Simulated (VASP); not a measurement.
# Na4MgCo2O6 (P1) in VASP: electric field gradients with PBE

Aim: the electric field gradients of Na4MgCo2O6 with PBE.

Everything below comes from runs of VASP 6.6.1. Logs are shortened: lines on timing, memory, paths and dates and some standing lists are left out, and cuts for length are marked.

### Step 1. The cell of the first run

The typed cell holds 13 atoms: a = 5.990 Å, b = 5.995 Å, c = 6.110 Å, α = 92.03°, β = 114.90°, γ = 116.32°.

### Step 2. Electric field gradients, PBE, collinear spin, ferromagnetic start

File INCAR:

```
SYSTEM = Na4MgCo2O6
  PREC = Accurate
  ENCUT = 520
  EDIFF = 1E-8
  ISMEAR = -1
  SIGMA = 0.02
  LREAL = .False.
  LASPH = .True.
  NELM = 150
  ALGO = Normal
  ISIF = 2
  LWAVE = .False.
  LCHARG = .False.
  ISPIN = 2
  MAGMOM = 0 0 0 0 0 4 4 0 0 0 0 0 0
  LORBIT = 11
  LMAXMIX = 4
  GGA = PE
  LEFG = .True.
  NBANDS = 58
  KPAR = 4
```

File KPOINTS:

```
regular mesh
0
Gamma
  5 5 4
  0 0 0
```

File POSCAR:

```
Na4MgCo2O6
1.0
    5.9900858577      0.0000000000      0.0000000000
   -2.6585318495      5.3734114788      0.0000000000
   -2.5727068328     -1.5143921008      5.3305115818
Na Mg Co O
4 1 2 6
Direct
    0.1230962900      0.2876105200      0.4765108900
    0.8511832800      0.7315584100      0.4639378100
    0.3479420200      0.8224755200      0.3646170700
    0.0120159200      0.1298025500      0.9614919900
    0.6889072300      0.4154419000      0.7721097900
    0.5902620300      0.2309424900      0.1614789400
    0.4012496900      0.7545545300      0.8611395300
    0.3625882000      0.0700120400      0.7895619400
    0.8927146100      0.4931793200      0.1636984800
    0.4306325500      0.2505445500      0.3497219500
    0.0490672600      0.4867746000      0.7668836700
    0.6005828200      0.7074311800      0.7209164400
    0.6622580700      0.9446723600      0.2074554800
```

Potentials or basis: VASP PAW PBE potentials, release 64 (Na_pv, Mg, Co, O).

Started as:

```console
$ cat potpaw_PBE.64/Na_pv/POTCAR potpaw_PBE.64/Mg/POTCAR potpaw_PBE.64/Co/POTCAR potpaw_PBE.64/O/POTCAR > POTCAR
$ mpirun -np 4 vasp_std > vasp.out
```

OUTCAR:

```text
SYSTEM = Na4MgCo2O6
   PREC = Accurate
   ENCUT = 520
   EDIFF = 1E-8
   ISMEAR = -1
   LREAL = .False.
   LASPH = .True.
   NELM = 150
   ISIF = 2
   ISPIN = 2
   LORBIT = 11
   GGA = PE

 ion  position               nearest neighbor table
   1  0.123  0.288  0.477-  13 2.34  10 2.37   5 2.79   6 2.80   7 2.87
   2  0.851  0.732  0.464-  13 2.30   6 2.81   5 2.87
   3  0.348  0.822  0.365-   9 2.25  13 2.31   6 2.87
   4  0.012  0.130  0.961-   6 2.89   5 3.03
   5  0.689  0.415  0.772-  11 2.02  12 2.04   9 2.09   8 2.17  10 2.27   1 2.79   6 2.83   2 2.87
                             4 3.03   7 3.35
   6  0.590  0.231  0.161-   9 1.79  10 1.81  13 1.95   8 2.01   7 2.80   1 2.80   2 2.81   5 2.83
                             3 2.87   4 2.89
   7  0.401  0.755  0.861-  11 1.81  12 1.84  13 1.92   8 2.05   6 2.80   1 2.87   5 3.35
   8  0.363  0.070  0.790-   6 2.01   7 2.05   5 2.17
   9  0.893  0.493  0.164-   6 1.79   5 2.09   3 2.25
  10  0.431  0.251  0.350-   6 1.81   5 2.27   1 2.37
  11  0.049  0.487  0.767-   7 1.81   5 2.02
  12  0.601  0.707  0.721-   7 1.84   5 2.04
  13  0.662  0.945  0.207-   7 1.92   6 1.95   2 2.30   3 2.31   1 2.34

  LATTYP: Found a triclinic cell.
 ALAT       =    14.0187997241
 B/A-ratio  =     0.6213063206
 C/A-ratio  =     0.4272894952
 COS(alpha) =     0.0098536537
 COS(beta)  =     0.2498932940
 COS(gamma) =     0.9418421513

  Lattice vectors:

 A1 = (   3.5032040416,  -8.4021956804,  10.6610231636)
 A2 = (   0.0858250167,  -6.8878035796,   5.3305115818)
 A3 = (   5.9900858577,   0.0000000000,   0.0000000000)

Analysis of symmetry for initial positions (statically):
=====================================================================
 Subroutine PRICEL returns:
 Original cell was already a primitive cell.

 Routine SETGRP: Setting up the symmetry group for a
 triclinic supercell.

 Subroutine GETGRP returns: Found  1 space group operations
 (whereof  1 operations were pure point group operations)
 out of a pool of  2 trial point group operations.

The static configuration has the point symmetry C_1 .

Analysis of symmetry for dynamics (positions and initial velocities):
=====================================================================
 Subroutine PRICEL returns:
 Original cell was already a primitive cell.

 Routine SETGRP: Setting up the symmetry group for a
 triclinic supercell.

 Subroutine GETGRP returns: Found  1 space group operations
 (whereof  1 operations were pure point group operations)
 out of a pool of  2 trial point group operations.
[... 2977 lines left out ...]
  free  energy   TOTEN  =       -68.7118563069 eV

  energy  without entropy=      -68.7100635676  energy(sigma->0) =      -68.71095994

 Electric field gradients (V/A^2)
---------------------------------------------------------------------
 ion       V_xx      V_yy      V_zz      V_xy      V_xz      V_yz
---------------------------------------------------------------------
   1      -9.236     6.596     2.640    -0.423     1.151    -7.473
   2       0.985     1.361    -2.346     6.768    -2.466     4.117
   3      -0.597    -5.922     6.519    -8.235    -4.246     1.421
   4       8.318    -7.028    -1.291    -4.904    -8.949    -3.072
   5      -5.269     4.114     1.155    -0.700    -1.649     4.238
   6       4.461   -24.240    19.779    44.230    -3.916   -45.028
   7      79.979   -13.171   -66.808    32.000     7.712   -68.797
   8     -19.534    13.295     6.239   -17.054    -6.565     3.394
   9      -1.044     1.317    -0.272    13.683     6.132    -8.868
  10       6.131   -19.956    13.825     0.221   -12.334   -10.969
  11      -0.394    12.552   -12.159    18.976    19.806    -0.999
  12      25.476   -10.589   -14.887    -5.288   -11.226   -10.338
  13     -12.428     4.760     7.668   -18.873     5.929    14.788
---------------------------------------------------------------------

 Electric field gradients after diagonalization (V/A^2)
 (convention: |V_zz| > |V_xx| > |V_yy|)
----------------------------------------------------------------------
 ion       V_xx      V_yy      V_zz     asymmetry (V_yy - V_xx)/ V_zz
----------------------------------------------------------------------
   1      -9.355    -3.043    12.398       0.509
   2       8.114     0.803    -8.917       0.820
   3      10.310     1.708   -12.018       0.716
   4     -12.134    -1.888    14.021       0.731
   5      -5.681    -1.628     7.310       0.554
   6      62.925     7.637   -70.562       0.784
   7      91.354    25.554  -116.908       0.563
   8      22.589     4.873   -27.461       0.645
   9      14.402     5.020   -19.422       0.483
  10     -23.617    -1.139    24.756       0.908
  11      29.395     1.367   -30.762       0.911
  12     -26.128    -2.434    28.563       0.830
  13      23.698     5.667   -29.365       0.614
----------------------------------------------------------------------

           NMR quadrupolar parameters

 Cq : quadrupolar parameter    Cq=e*Q*V_zz/h
 eta: asymmetry parameters     (V_yy - V_xx)/ V_zz
 Q  : nuclear electric quadrupole moment in mb (millibarn)
----------------------------------------------------------------------
 ion       Cq(MHz)       eta       Q (mb)
----------------------------------------------------------------------
   1       0.030       0.509       1.000
   2      -0.022       0.820       1.000
   3      -0.029       0.716       1.000
   4       0.034       0.731       1.000
   5       0.018       0.554       1.000
   6      -0.171       0.784       1.000
   7      -0.283       0.563       1.000
   8      -0.066       0.645       1.000
   9      -0.047       0.483       1.000
  10       0.060       0.908       1.000
  11      -0.074       0.911       1.000
  12       0.069       0.830       1.000
  13      -0.071       0.614       1.000
----------------------------------------------------------------------

 total charge

# of ion       s       p       d       tot
------------------------------------------
    1        0.061   5.998   0.000   6.060
    2        0.055   5.991   0.000   6.047
    3        0.061   5.998   0.000   6.059
    4        0.051   5.984   0.000   6.035
    5        0.144   0.152   0.063   0.359
    6        0.460   0.616   7.106   8.182
    7        0.436   0.577   7.068   8.081
    8        1.558   3.386   0.000   4.944
    9        1.561   3.428   0.000   4.990
   10        1.557   3.416   0.000   4.973
   11        1.557   3.428   0.000   4.985
   12        1.555   3.434   0.000   4.989
   13        1.560   3.417   0.000   4.977
--------------------------------------------------
tot         10.616  45.827  14.236  70.679

 magnetization (x)

# of ion       s       p       d       tot
------------------------------------------
    1        0.002   0.002   0.000   0.004
    2        0.002   0.002   0.000   0.004
    3        0.002   0.001   0.000   0.003
    4        0.001   0.000   0.000   0.001
    5        0.006   0.006   0.003   0.015
    6        0.011   0.064   2.668   2.743
    7        0.008   0.058   2.701   2.767
    8        0.013   0.299   0.000   0.312
    9        0.007   0.313   0.000   0.319
   10        0.007   0.292   0.000   0.299
   11        0.007   0.293   0.000   0.300
   12        0.008   0.263   0.000   0.270
   13        0.012   0.346   0.000   0.358
--------------------------------------------------
tot          0.085   1.938   5.373   7.397
```

OSZICAR:

```text
N       E                     dE             d eps       ncg     rms          rms(c)
DAV:   1     0.107538759339E+04    0.10754E+04   -0.39296E+04 11840   0.172E+03
DAV:   2     0.123886640336E+03   -0.95150E+03   -0.88309E+03 11968   0.486E+02
DAV:   3    -0.750007850930E+02   -0.19889E+03   -0.18843E+03 13332   0.215E+02
[... 20 lines left out ...]
DAV:  24    -0.687118558867E+02   -0.78801E-06   -0.63308E-06 14184   0.148E-02    0.637E-03
DAV:  25    -0.687118559777E+02   -0.91003E-07   -0.94141E-07 14498   0.974E-03    0.315E-03
DAV:  26    -0.687118561958E+02   -0.21811E-06   -0.49729E-07 13080   0.536E-03    0.156E-03
DAV:  27    -0.687118562664E+02   -0.70546E-07   -0.14015E-07 12416   0.288E-03    0.844E-04
DAV:  28    -0.687118563003E+02   -0.33946E-07   -0.75591E-08 10772   0.182E-03    0.674E-04
DAV:  29    -0.687118563069E+02   -0.66102E-08   -0.10899E-08  9424   0.765E-04
   1 F= -.68711856E+02 E0= -.68710960E+02  d E =-.179274E-02  mag=     8.0000
```

stdout:

```text
POSCAR found type information on POSCAR NaMgCoO
 POSCAR found :  4 types and      13 ions
 scaLAPACK will be used
 LDA part: xc-table for (Slater+PW92), standard interpolation
 POSCAR, INCAR and KPOINTS ok, starting setup
 FFT: planning ... GRIDC
 FFT: planning ... GRID_SOFT
 FFT: planning ... GRID
 WAVECAR not read
 entering main loop
ion   1
     0.0000330     0.0106263     0.1506367    -0.0430970    -0.0205602     0.1524674
     0.0000455     0.0106263     0.1506367    -0.0430970    -0.0205602     0.1524674
     0.0000627     0.0106263     0.1506367    -0.0430970    -0.0205602     0.1524674
     0.0000863     0.0106263     0.1506367    -0.0430970    -0.0205602     0.1524674

     0.0000330     0.4078950     6.5157277    -1.8886484    -0.8141534     6.7687548
     0.0000455     0.4078948     6.5157244    -1.8886475    -0.8141530     6.7687514
     0.0000627     0.4078944     6.5157189    -1.8886459    -0.8141524     6.7687457
     0.0000863     0.4078939     6.5157097    -1.8886432    -0.8141512     6.7687361
[... 106 lines left out ...]
     0.0000293   -15.1700283     1.7304433     8.0237624   -17.7176624     6.6139140
     0.0000403   -15.1700254     1.7304431     8.0237607   -17.7176593     6.6139130
     0.0000555   -15.1700206     1.7304428     8.0237580   -17.7176542     6.6139113
     0.0000765   -15.1700126     1.7304423     8.0237534   -17.7176456     6.6139085

ion  12
     0.0000293     0.9479230     3.3022091     2.9871188     2
```

Wall time 9 min (4 MPI ranks of AMD EPYC 9R45 (Zen 5), shared host); peak memory 0.9 GiB.

Results:

```yaml
Free_energy: -68.7119 eV
Pressure: 0.0 GPa
Largest_force: 0.180 eV/Å
Band_gap_on_the_k_mesh: 0.11 eV (least direct gap 0.14 eV)
Net_moment: 8.00 μB per cell
Site_moments: Na +0.00; Mg +0.01; Co +2.74, +2.77; O +0.31, +0.32, +0.30, +0.27, +0.36 (each value once) μB
Largest_electric_field_gradient_by_atom: Na +12.4, -8.9, -12.0, +14.0; Mg +7.3; Co -70.6, -116.9; O -27.5, -19.4, +24.8, -30.8, +28.6, -29.4 V/Å²
Valence_electrons_inside_the_program's_atomic_spheres: Na 6.06, 6.05, 6.04 (each value once); Mg 0.36; Co 8.18, 8.08; O 4.94, 4.99, 4.97, 4.98 (each value once)
```

Forces on the atoms (eV/Å):
```
Na  -0.045  0.023  0.010
Na   0.004 -0.041 -0.015
Na  -0.004  0.021  0.032
Na   0.021  0.007  0.011
Mg  -0.002  0.029  0.023
Co  -0.060  0.008 -0.078
Co   0.054  0.062 -0.046
O    0.041  0.047 -0.007
O    0.071  0.055  0.014
O   -0.003 -0.025  0.087
O   -0.122 -0.130 -0.025
O    0.077 -0.052 -0.012
O   -0.030 -0.004  0.005
```

Levels at points of the mesh, in eV from the valence-band top:
Spin up:
| k point | band 43 | band 44 | band 45 | band 46 | band 47 | band 48 | band 49 | band 50 |
| --- | --- | --- | --- | --- | --- | --- | --- | --- |
| (0.00, 0.00, 0.00) | -0.99 | -0.64 | -0.50 | -0.40 | 1.64 | 5.86 | 6.40 | 6.80 |
| (0.00, 0.00, 0.50) | -0.94 | -0.88 | -0.53 | -0.48 | 3.37 | 4.04 | 6.25 | 6.59 |
Spin down:
```tsv
k point	band 34	band 35	band 36	band 37	band 38	band 39	band 40	band 41	band 42	band 43
(0.00, 0.00, 0.00)	-2.16	-1.97	-1.57	-0.88	-0.05	0.14	0.48	0.80	1.06	1.15
(0.00, 0.00, 0.50)	-2.34	-2.22	-1.85	-0.86	-0.03	0.17	0.50	0.83	0.90	1.11
```

Electric field gradients, principal values (V/Å²):
```tsv
atom	least	middle	greatest (by size)
1 Na	-3.043	-9.355	12.398
2 Na	0.803	8.114	-8.917
3 Na	1.708	10.310	-12.018
4 Na	-1.888	-12.134	14.021
5 Mg	-1.628	-5.681	7.310
6 Co	7.637	62.925	-70.562
7 Co	25.554	91.354	-116.908
8 O	4.873	22.589	-27.461
9 O	5.020	14.402	-19.422
10 O	-1.139	-23.617	24.756
11 O	1.367	29.395	-30.762
12 O	-2.434	-26.128	28.563
13 O	5.667	23.698	-29.365
```

Caveat: without QUAD_EFG the Cq values of the log hold for a quadrupole moment of 1 mb, not for the nuclei. A k mesh can miss the band edges.
